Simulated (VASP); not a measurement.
# Si4C5 in VASP: further runs, part 2 of 2

VASP 6.6.1. The steps go on from the part before.

## Step 3: Single point, LDA, collinear spin

Contents of INCAR:

```
ALGO     = Normal         # electronic algorithm
DIPOL    = 0.5 0.5 0.369
EDIFF    = 1E-6           # SCF threshold, eV
ENCUT    = 520            # plane-wave cutoff, eV
GGA      = CA             # functional
IDIPOL   = 3            
ISIF     = 2              # what is computed and relaxed
ISMEAR   = 0              # smearing method
ISPIN    = 2              # spin polarisation
LASPH    = True           # aspherical terms in the spheres
LCHARG   = False          # write CHGCAR
LDIPOL   = True         
LORBIT   = 11             # projections on sites
LREAL    = False          # projectors in reciprocal space
LWAVE    = False          # write WAVECAR
MAGMOM   = 0 0 0 0 2 0 0 0 0 # initial moments
NBANDS   = 32             # bands
NELM     = 150            # most SCF steps
PREC     = Accurate       # precision mode
SIGMA    = 0.05           # smearing width, eV
```

Contents of KPOINTS:

```
k-points
0
Gamma
  9 9 1
```

Contents of POSCAR:

```
Si4C5
1.0
    3.0563072983      0.0000000000      0.0000000000
   -1.5281536492      2.6468397621      0.0000000000
    0.0000000000      0.0000000000     23.6378374631
C Si
5 4
Direct
    0.3333333334      0.6666666667      0.1692202176
    0.6666666666      0.3333333333      0.2753282571
    0.3333333334      0.6666666667      0.3826369403
    0.6666666666      0.3333333333      0.4898183375
    0.5000000000      1.0000000000      0.5814276422
    0.6666666666      0.3333333333      0.1955786881
    0.3333333334      0.6666666667      0.3016867276
    0.6666666666      0.3333333333      0.4074705945
    0.3333333334      0.6666666667      0.5134918743
```

Potentials or basis: VASP PAW LDA potentials, release 64 (C, Si).

On the command line:

```bash
$ cat potpaw_LDA.64/C/POTCAR potpaw_LDA.64/Si/POTCAR > POTCAR
$ mpirun -np 1 vasp_std > vasp.out
```

OUTCAR:

```text
EDIFF = 1E-6
   ENCUT = 520
   GGA = CA
   ISIF = 2
   ISMEAR = 0
   ISPIN = 2
   LASPH = True
   LORBIT = 11
   LREAL = False
   NELM = 150
   PREC = Accurate

 ion  position               nearest neighbor table
   1  0.333  0.667  0.169-   6 1.87   6 1.87   6 1.87
   2  0.667  0.333  0.275-   7 1.87   7 1.87   7 1.87   6 1.89
   3  0.333  0.667  0.383-   8 1.86   8 1.86   8 1.86   7 1.91
   4  0.667  0.333  0.490-   9 1.85   9 1.85   9 1.85   8 1.95
   5  0.500  0.000  0.581-   9 1.83
   6  0.667  0.333  0.196-   1 1.87   1 1.87   1 1.87   2 1.89   7 3.07   7 3.07   7 3.07
   7  0.333  0.667  0.302-   2 1.87   2 1.87   2 1.87   3 1.91   8 3.06   8 3.06   8 3.06   6 3.07
                             6 3.07   6 3.07
   8  0.667  0.333  0.407-   3 1.86   3 1.86   3 1.86   4 1.95   7 3.06   7 3.06   7 3.06   9 3.07
                             9 3.07   9 3.07
   9  0.333  0.667  0.513-   5 1.83   4 1.85   4 1.85   4 1.85   8 3.07   8 3.07   8 3.07

  LATTYP: Found a hexagonal cell.
 ALAT       =     3.0563072983
 C/A-ratio  =     7.7341167481

  Lattice vectors:

 A1 = (   3.0563072983,   0.0000000000,   0.0000000000)
 A2 = (  -1.5281536492,   2.6468397621,   0.0000000000)
 A3 = (   0.0000000000,   0.0000000000,  23.6378374631)

Analysis of symmetry for initial positions (statically):
=====================================================================
 Subroutine PRICEL returns:
 Original cell was already a primitive cell.

 Routine SETGRP: Setting up the symmetry group for a
 hexagonal supercell.

 Subroutine GETGRP returns: Found  2 space group operations
 (whereof  2 operations were pure point group operations)
 out of a pool of 24 trial point group operations.

[... 999 lines left out ...]

 k-point     1 :       0.0000    0.0000    0.0000
  band No.  band energies     occupation
      1     -16.0740      1.00000
      2     -15.1865      1.00000
      3     -14.0849      1.00000
      4     -12.3082      1.00000
      5     -10.4749      1.00000
      6      -7.5596      1.00000
[... 781 lines left out ...]
     29       8.6708      0.00000
     30       9.1322      0.00000

 [... further k-points ...]

 [bands above 30 left out]

------------------------ aborting loop because EDIFF is reached ----------------------------------------

 vacuum level on the upper side and lower side of the slab       (xc-potential included)         0.119        -0.135

  FORCE on cell =-STRESS in cart. coord.  units (eV):
  Direction    XX          YY          ZZ          XY          YZ          ZX
  --------------------------------------------------------------------------------------
  -------------------------------------------------------------------------------------
  Total       -2.1568505      0.9998312     -1.1627120     -0.0000000      0.8223583     -0.0000000
  in kB      -18.0716672      8.3773155     -9.7420494     -0.0000000      6.8903177     -0.0000000
  external PRESSURE =      -6.4788004 kB  Pullay stress =       0.0000000 kB

 VOLUME and BASIS-vectors are now :
 -----------------------------------------------------------------------------
  energy-cutoff  :      520.00
  volume of cell :      191.22
      direct lattice vectors                 reciprocal lattice vectors
     3.056307298  0.000000000  0.000000000     0.327192230  0.188904522  0.000000000
    -1.528153649  2.646839762  0.000000000     0.000000000  0.377809044  0.000000000
     0.000000000  0.000000000 23.637837463     0.000000000  0.000000000  0.042305054

 POSITION                                       TOTAL-FORCE (eV/Angst)
 -----------------------------------------------------------------------------------
      0.00000      1.76456      4.00000        -0.000000      0.018779      2.319854
      1.52815      0.88228      6.50816         0.000000     -0.021911      1.015591
      0.00000      1.76456      9.04471         0.000000     -0.019761     -0.141443
      1.52815      0.88228     11.57825        -0.000000      0.431076     -1.133199
      1.52815      0.00000     13.74369        -0.000000      0.382321      0.052347
      1.52815      0.88228      4.62306         0.000000     -0.003593     -2.758475
      0.00000      1.76456      7.13122         0.000000     -0.017589     -0.538830
      1.52815      0.88228      9.63172         0.000000     -0.121111      0.442298
      0.00000      1.76456     12.13784         0.000000     -0.648211      0.741857
 -----------------------------------------------------------------------------------
    total drift:                                0.000000     -0.000002     -0.000092

  FREE ENERGIE OF THE ION-ELECTRON SYSTEM (eV)
  ---------------------------------------------------
  free  energy   TOTEN  =       -67.6494942653 eV

  energy  without entropy=      -67.6381310340  energy(sigma->0) =      -67.64381265

 vacuum level on the upper side and lower side of the slab         7.456         7.196

 total charge

# of ion       s       p       d       tot
------------------------------------------
    1        0.865   1.539   0.000   2.404
    2        0.841   1.715   0.000   2.555
    3        0.834   1.727   0.000   2.561
    4        0.844   1.706   0.000   2.550
    5        1.012   1.086   0.000   2.098
    6        0.716   0.988   0.000   1.703
    7        0.714   0.981   0.000   1.694
    8        0.719   0.975   0.000   1.693
    9        0.728   1.013   0.000   1.741
--------------------------------------------------
tot          7.271  11.729   0.000  19.000

 magnetization (x)

# of ion       s       p       d       tot
------------------------------------------
    1        0.000   0.000   0.000   0.000
    2       -0.000   0.000   0.000   0.000
    3       -0.000  -0.000   0.000  -0.000
    4       -0.000  -0.000   0.000  -0.000
    5       -0.000  -0.000   0.000  -0.000
    6       -0.000   0.000   0.000   0.000
    7        0.000   0.000   0.000   0.000
    8        0.000   0.000   0.000   0.000
    9       -0.000  -0.000   0.000  -0.000
--------------------------------------------------
tot         -0.000  -0.000   0.000  -0.000
```

It took 26 min on 1 thread of Oxide Virtual Turin-like, shared host; peak memory 0.37 GiB.

Results:

```yaml
Free_energy: -67.6495 eV
Largest_force: 2.758 eV/Å
Band_gap_on_the_k_mesh: zero (filled and empty bands overlap)
Net_moment: 0.00 μB per cell
Valence_electrons_inside_the_program's_atomic_spheres: C 2.40, 2.56, 2.55, 2.10 (each value once); Si 1.70, 1.69, 1.74 (each value once)
```

Forces in eV/Å, atoms in the order of the input:
```
C    0.000  0.019  2.320
C    0.000 -0.022  1.016
C    0.000 -0.020 -0.141
C    0.000  0.431 -1.133
C    0.000  0.382  0.052
Si   0.000 -0.004 -2.758
Si   0.000 -0.018 -0.539
Si   0.000 -0.121  0.442
Si   0.000 -0.648  0.742
```

Levels at points of the mesh, in eV from the Fermi level:
Spin up:
```tsv
k point	band 16	band 17	band 18	band 19	band 20	band 21
(0.00, 0.00, 0.00)	-0.10	0.20	0.20	1.86	1.87	4.34
```
Spin down:
```tsv
k point	band 14	band 15	band 16	band 17	band 18	band 19	band 20	band 21	band 22	band 23
(0.00, 0.00, 0.00)	-1.17	-0.65	-0.10	0.20	0.20	1.86	1.87	4.34	5.28	5.41
```
